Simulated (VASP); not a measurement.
A run of VASP 6.6.1 is set up as follows.

The input INCAR:

```
SYSTEM = Na7Cl8
  PREC = Accurate
  ENCUT = 520
  EDIFF = 1E-7
  ISMEAR = -1
  SIGMA = 0.05
  LREAL = Auto
  LASPH = .True.
  NELM = 80
  ALGO = Normal
  ISIF = 2
  LWAVE = .False.
  LCHARG = .True.
  GGA = CA
  LELF = .True.
  LVHAR = .True.
  NELECT = 106.0
  NBANDS = 66
```

KPOINTS

```
Automatic mesh
0
Gamma
  2 2 2
  0 0 0
```

The input POSCAR:

```
Na7Cl8
1.0
    0.0000000000      5.9615940000      5.9615940000
    5.9615940000      0.0000000000      5.9615940000
    5.9615940000      5.9615940000      0.0000000000
Na Cl
7 8
Direct
   -0.0268887818     -0.0064915524      0.0533414385
    0.1128389488     -0.0502885638      0.4497958096
    0.0355861201      0.5112810433     -0.0207746452
   -0.0550440033      0.5177725957      0.5018708084
    0.5221086844     -0.0498524388      0.0348732235
    0.5134113460      0.0572917243      0.5129584470
    0.4054368681      0.5226202925     -0.0052922088
    0.2894360133      0.2272378830      0.2301062434
    0.2309701063      0.2230024386      0.7615496795
    0.2067483965      0.7349628304      0.2306010775
    0.2256024144      0.7501936563      0.7645857802
    0.8340302946      0.2321442889      0.2243443616
    0.7281441843      0.2685020147      0.7842701130
    0.7278254775      0.8090118180      0.2688878176
    0.7524078292      0.7534478195      0.7182726633
```

Potentials or basis: VASP PAW LDA potentials, release 64 (Na_pv, Cl).

The run is started by

```sh
$ cat potpaw_LDA.64/Na_pv/POTCAR potpaw_LDA.64/Cl/POTCAR > POTCAR
$ mpirun -np 1 vasp_std > vasp.out
```

Task: Predict the largest force.

Result: 0.967 eV/Å.

Forces on the atoms (eV/Å):
```
Na  -0.262 -0.780  0.475
Na   0.200 -0.318 -0.270
Na  -0.361 -0.167 -0.661
Na   0.129  0.206 -0.204
Na  -0.090 -0.260  0.351
Na  -0.316  0.033  0.180
Na  -0.380  0.716  0.527
Cl   0.133 -0.068 -0.351
Cl   0.175  0.057 -0.016
Cl  -0.030  0.676  0.176
Cl   0.151 -0.563  0.101
Cl   0.510  0.204  0.032
Cl  -0.007  0.133 -0.066
Cl  -0.262 -0.126 -0.337
Cl   0.412  0.256  0.064
```

Caveat: the k points lie up to 0.46 Å⁻¹ apart; the cell carries a net charge on a neutralising background, which shifts energy and pressure; the atoms stand as in a frame of molecular dynamics.
